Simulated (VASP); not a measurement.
# KBr (Fm-3m) in VASP: further runs

KBr is run at these levels: PBEsol; tasks: relaxation of cell and atoms.

Program: VASP 6.6.1. These are calculated values, not measurements. Logs are shortened: lines on timing, memory, paths and dates and some standing lists are left out, and cuts for length are marked.

## Step 1: The cell of the first run

The structure is cubic, space group Fm-3m (No. 225). The conventional cell has a = 6.549 Å, b = 6.549 Å, c = 6.549 Å, α = 90.00°, β = 90.00°, γ = 90.00°. K (site symmetry m-3m) has 6 Br at 3.27 Å within 4.3 Å. Within 4.3 Å of Br (site symmetry m-3m) lie 6 K at 3.27 Å.

## Step 2: Relaxation of cell and atoms, PBEsol, target pressure 2 GPa, at which the enthalpy is minimised

Contents of INCAR:

```
PREC = Accurate ; ENCUT = 600
EDIFF = 1E-6 ; ISMEAR = 0
SIGMA = 0.01 ; LREAL = F
LASPH = T ; NELM = 100
ALGO = Normal ; ISIF = 3
LWAVE = F ; LCHARG = F
GGA = PS ; IBRION = 2
NSW = 100 ; EDIFFG = -0.002
PSTRESS = 20.0
```

Contents of KPOINTS:

```
Automatic mesh
0
Gamma
  6 6 6
```

Contents of POSCAR:

```
KBr
1.0
    3.2745281208      3.2745281208      0.0000000000
   -3.2745281208      3.2745281208      0.0000000000
    0.0000000000      3.2745281208      3.2745281208
K Br
1 1
Direct
    0.0000000000      0.0000000000      0.0000000000
    0.5000000000      0.5000000000      0.0000000000
```

Potentials or basis: VASP PAW PBE potentials, release 64 (K_sv, Br).

The run is started by

```
$ cat potpaw_PBE.64/K_sv/POTCAR potpaw_PBE.64/Br/POTCAR > POTCAR
$ mpirun -np 1 vasp_std > vasp.out
```

OUTCAR:

```text
PREC = Accurate
   ENCUT = 600
   EDIFF = 1E-6
   ISMEAR = 0
   LREAL = F
   LASPH = T
   NELM = 100
   ISIF = 3
   GGA = PS
   IBRION = 2
   NSW = 100
   EDIFFG = -0.002
   PSTRESS = 20.0

 ion  position               nearest neighbor table
   1  0.000  0.000  0.000-   2 3.27   2 3.27   2 3.27   2 3.27   2 3.27   2 3.27
   2  0.500  0.500  0.000-   1 3.27   1 3.27   1 3.27   1 3.27   1 3.27   1 3.27

  LATTYP: Found a face centered cubic cell.
 ALAT       =     6.5490562416

  Lattice vectors:

 A1 = (   0.0000000000,   3.2745281208,   3.2745281208)
 A2 = (   3.2745281208,   0.0000000000,   3.2745281208)
 A3 = (   3.2745281208,   3.2745281208,   0.0000000000)

Analysis of symmetry for initial positions (statically):
=====================================================================
 Subroutine PRICEL returns:
 Original cell was already a primitive cell.

 Routine SETGRP: Setting up the symmetry group for a
 face centered cubic supercell.

 Subroutine GETGRP returns: Found 48 space group operations
 (whereof 48 operations were pure point group operations)
 out of a pool of 48 trial point group operations.

The static configuration has the point symmetry O_h .

Analysis of symmetry for dynamics (positions and initial velocities):
=====================================================================
 Subroutine PRICEL returns:
 Original cell was already a primitive cell.

 Routine SETGRP: Setting up the symmetry group for a
 face centered cubic supercell.

 Subroutine GETGRP returns: Found 48 space group operations
 (whereof 48 operations were pure point group operations)
 out of a pool of 48 trial point group operations.

The dynamic configuration has the point symmetry O_h .

 Subroutine INISYM returns: Found 48 space group operations
 (whereof 48 operations are pure point group operations),
 and found     1 'primitive' translations

----------------------------------------------------------------------------------------

                                     Primitive cell

  volume of cell :      70.2225

  direct lattice vectors                    reciprocal lattice vectors
     3.274528121  3.274528121  0.000000000     0.152693757  0.152693757 -0.152693757
    -3.274528121  3.274528121  0.000000000    -0.152693757  0.152693757 -0.152693757
     0.000000000  3.274528121  3.274528121     0.000000000  0.000000000  0.305387513

  length of vectors
     4.630882079  4.630882079  4.630882079     0.264473345  0.264473345  0.305387513

  position of ions in fractional coordinates (direct lattice)
     0.000000000  0.000000000  0.000000000
     0.500000000  0.500000000  0.000000000

  ion indices of the primitive-cell ions
   primitive index   ion index
                 1           1
                 2           2

----------------------------------------------------------------------------------------

 KPOINTS: Automatic mesh

Automatic generation of k-mesh.
 Grid dimensions read from file:
 generate k-points for:    6    6    6

 Generating k-lattice:

  Cartesian coordinates                     Fractional coordinates (reciprocal lattice)
     0.025448959  0.025448959 -0.025448959     0.166666667  0.000000000  0.000000000
    -0.025448959  0.025448959 -0.025448959     0.000000000  0.166666667  0.000000000
     0.000000000  0.000000000  0.050897919     0.000000000  0.000000000  0.166666667

  Length of vectors
     0.044078891  0.044078891  0.050897919

  Shift w.r.t. Gamma in fractional coordinates (k-lattice)
     0.000000000  0.000000000  0.000000000

 Subroutine IBZKPT returns following result:
 ===========================================

 Found     16 irreducible k-points:

 Following reciprocal coordinates:
            Coordinates               Weight
  0.000000  0.000000  0.000000      1.000000
  0.166667  0.000000  0.000000      8.000000
  0.333333  0.000000  0.000000      8.000000
  0.500000  0.000000  0.000000      4.000000
  0.166667  0.166667  0.000000     12.000000
  0.333333  0.166667  0.000000     24.000000
[... 8 lines left out ...]
  0.500000  0.333333  0.166667     24.000000
  0.500000  0.500000  0.166667     12.000000
   k-points           NKPTS =     16   k-points in BZ     NKDIM =     16   number of bands    NBANDS=     12
   number of dos      NEDOS =    301   number of ions     NIONS =      2
   total plane-waves  NPLWV =  64000
   dimension x,y,z NGX =    40 NGY =   40 NGZ =   40
   dimension x,y,z NGXF=    80 NGYF=   80 NGZF=   80
   ions per type =               1   1
   NGX,Y,Z   is equivalent  to a cutoff of  14.36, 14.36, 14.36 a.u.
   NGXF,Y,Z  is equivalent  to a cutoff of  28.72, 28.72, 28.72 a.u.
 SYSTEM =  unknown system
   PREC   = accura    normal or accurate (medium, high low for compatibility)
   ISTART =      0    job   : 0-new  1-cont  2-samecut
   ICHARG =      2    charge: 1-file 2-atom 10-const
   ISPIN  =      1    spin polarized calculation?
   LNONCOLLINEAR =      F non collinear calculations
   LSORBIT =      F    spin-orbit coupling
   LASPH  =      T    aspherical Exc in radial PAW
   ENCUT  =  600.0 eV  44.10 Ry    6.64 a.u.   9.25  9.25  9.25*2*pi/ulx,y,z
   NELM   =    100;   NELMIN=  2; NELMDL= -5     # of ELM steps
   EDIFF  = 0.1E-05   stopping-criterion for ELM
   LREAL  =      F    real-space projection
   EDIFFG = -.2E-02   stopping-criterion for IOM
   NSW    =    100    number of steps for IOM
   IBRION =      2    ionic relax: 0-MD 1-quasi-New 2-CG
   NFREE  =      1    steps in history (QN), initial steepest desc. (CG)
   ISIF   =      3    stress and relaxation
   ISYM   =      2    0-nonsym 1-usesym 2-fastsym
   POTIM  = 0.5000    time-step for ionic-motion
   TEBEG  =    0.0;   TEEND  =   0.0 temperature during run
   PSTRESS=   20.0 pullay stress
   NELECT =      16.0000    total number of electrons
   NUPDOWN=      -1.0000    fix difference up-down
   EMIN   =  10.00;   EMAX   =-10.00  energy-range for DOS
   EFERMI =   0.00;   METHOD = LEGACY
   ISMEAR =     0;   SIGMA  =   0.01  broadening in eV -4-tet -1-fermi 0-gaus
   EFERMI_NEDOS =   21; number of points for ismear=-14 and -15
   IALGO  =     38    algorithm
   IMIX   =      4    mixing-type and parameters
     AMIX     =   0.40;   BMIX     =  1.00
     AMIX_MAG =   1.60;   BMIX_MAG =  1.00
  volume/ion in A,a.u.               =      35.11       236.94
  Fermi-wavevector in a.u.,A,eV,Ry     =   0.999899  1.889535 13.603076  0.999798
  Thomas-Fermi vector in A             =   2.132220
   LORBIT       =      0    0 simple, 1 ext, 2 COOP (PROOUT), +10 PAW based schemes
   GGA     = PS    functional components
   LHFCALC =     F    Hartree Fock is set to
   AEXX    =    0.0000 exact exchange contribution
   IVDW    =     0    specifies the selected vdW correction
   LEPSILON=     F    determine dielectric tensor
   LRPA    =     F    only Hartree local field effects (RPA)
 conjugate gradient relaxation of ions
 non-spin polarized calculation
 Gauss-broadening in eV      SIGMA  =   0.01
  energy-cutoff  :      600.00
  volume of cell :       70.22
 maximum number of plane-waves:      2397
 NGX is ok and might be reduce to    40
   NGX = 19   NGY = 19   NGZ = 19

--------------------------------------- Ionic step        1  -------------------------------------------

 number of electron      16.0000001 magnetization

 Free energy of the ion-electron system (eV)
  ---------------------------------------------------
  ext. energy  EPLUGINS =         0.00000000
  ---------------------------------------------------
  free energy    TOTEN  =        -6.45990546 eV

  energy without entropy =       -6.45990546  energy(sigma->0) =       -6.45990546

------------------------ aborting loop because EDIFF is reached ----------------------------------------

  FORCE on cell =-STRESS in cart. coord.  units (eV):
  Direction    XX          YY          ZZ          XY          YZ          ZX
  --------------------------------------------------------------------------------------
  -------------------------------------------------------------------------------------
  Total        0.0320230      0.0320230      0.0320230      0.0000000     -0.0000000      0.0000000
  in kB        0.7306283      0.7306283      0.7306283      0.0000000     -0.0000000      0.0000000
  external PRESSURE =     -19.2693717 kB  Pullay stress =      20.0000000 kB

 VOLUME and BASIS-vectors are now :
 -----------------------------------------------------------------------------
  energy-cutoff  :      600.00
  volume of cell :       70.22
      direct lattice vectors                 reciprocal lattice vectors
     3.274528121  3.274528121  0.000000000     0.152693757  0.152693757 -0.152693757
    -3.274528121  3.274528121  0.000000000    -0.152693757  0.152693757 -0.152693757
     0.000000000  3.274528121  3.274528121     0.000000000  0.000000000  0.305387513
[... 84 lines left out ...]
  FREE ENERGIE OF THE ION-ELECTRON SYSTEM (eV)
  ---------------------------------------------------
  free  energy   TOTEN  =        -6.4239052649 eV

  energy  without entropy=       -6.4239052649  energy(sigma->0) =       -6.42390526

  enthalpy is  TOTEN    =        -5.6258015370 eV   P V=        0.7981037279

--------------------------------------- Ionic step        4  -------------------------------------------

 number of electron      16.0000000 magnetization

 Free energy of the ion-electron system (eV)
  ---------------------------------------------------
  ext. energy  EPLUGINS =         0.00000000
  ---------------------------------------------------
  free energy    TOTEN  =        -6.42156562 eV

  energy without entropy =       -6.42156562  energy(sigma->0) =       -6.42156562

 E-fermi :  -1.1682     XC(G=0):  -8.0600

 val. band max:       -1.3093752546   @ k =   0.0000   0.0000   0.0000
 cond. band min:       3.2864075037   @ k =   0.0000   0.0000   0.0000
 fundamental gap:      4.5957827583
 Fermi energy:        -1.1681521621

 k-point     1 :       0.0000    0.0000    0.0000
  band No.  band energies     occupation
      1     -28.6896      2.00000
      2     -13.7846      2.00000
      3     -12.2445      2.00000
      4     -12.2445      2.00000
      5     -12.2445      2.00000
      6      -1.3094      2.00000
      7      -1.3094      2.00000
      8      -1.3094      2.00000
      9       3.2864      0.00000
     10       6.1960      0.00000
     11       6.1960      0.00000
     12       6.1960      0.00000

 k-point     2 :       0.1667    0.0000    0.0000
  band No.  band energies     occupation
      1     -28.6867      2.00000
      2     -13.8432      2.00000
      3     -12.2464      2.00000
      4     -12.2464      2.00000
      5     -12.1604      2.00000
      6      -1.7755      2.00000
      7      -1.4329      2.00000
      8      -1.4329      2.00000
      9       4.0292      0.00000
     10       6.0703      0.00000
     11       6.5646      0.00000
     12       6.5646      0.00000
[... 230 lines left out ...]
 POSITION                                       TOTAL-FORCE (eV/Angst)
 -----------------------------------------------------------------------------------
      0.00000      6.34115     -0.00000        -0.000000      0.000000      0.000000
     -0.00000      3.17057     -0.00000         0.000000     -0.000000      0.000000
 -----------------------------------------------------------------------------------
    total drift:                                0.000000     -0.000000     -0.000000

  FREE ENERGIE OF THE ION-ELECTRON SYSTEM (eV)
  ---------------------------------------------------
  free  energy   TOTEN  =        -6.4215656179 eV

  energy  without entropy=       -6.4215656179  energy(sigma->0) =       -6.42156562

  enthalpy is  TOTEN    =        -5.6258401122 eV   P V=        0.7957255057

 reached required accuracy - stopping structural energy minimisation
```

Wall time 43 s (1 thread of Intel Xeon Platinum 8488C (Sapphire Rapids), shared host); peak memory 0.24 GiB.

Results:

```yaml
Free_energy: -6.4216 eV
Relaxed_volume: 31.87 Å³/atom
Relaxed_cell: a = 4.484 Å, b = 4.484 Å, c = 4.484 Å, α = 60.00°, β = 60.00°, γ = 90.00°
Space_group_after_relaxing_to_0.05_Å: Fm-3m (No. 225)
Energy_change_on_relaxing_the_enthalpy_is_what_falls: +19.2 meV/atom
Ionic_steps: 4
Pressure_after_relaxing: 2.0 GPa
Band_gap_on_the_k_mesh: 4.60 eV, direct
```

Step by step:
| step | energy change (eV) | largest force (eV/Å) | pressure (GPa) | volume (Å³) |
| --- | --- | --- | --- | --- |
| 1 | 0.0000 | 0.0000 | 0.07 | 70.22 |
| 2 | 0.0158 | 0.0000 | 1.20 | 66.02 |
| 3 | 0.0360 | 0.0000 | 1.93 | 63.94 |
| 4 | 0.0383 | 0.0000 | 2.01 | 63.74 |

Final structure:
```cif
data_structure
_symmetry_space_group_name_H-M 'P 1'
_symmetry_Int_Tables_number 1
_cell_length_a 4.4839
_cell_length_b 4.4839
_cell_length_c 4.4839
_cell_angle_alpha 60.000
_cell_angle_beta 60.000
_cell_angle_gamma 90.000
_cell_volume 63.74
loop_
_atom_site_label
_atom_site_type_symbol
_atom_site_fract_x
_atom_site_fract_y
_atom_site_fract_z
_atom_site_occupancy
K1 K 0.00000 0.00000 0.00000 1
Br1 Br 0.50000 0.50000 0.00000 1
```

Caveat: the cell is relaxed towards a set pressure, so the enthalpy falls and the energy may rise; the PAW data sets were made with another functional, which shifts forces and pressure a little.

(Continued in part 2 of 2.)
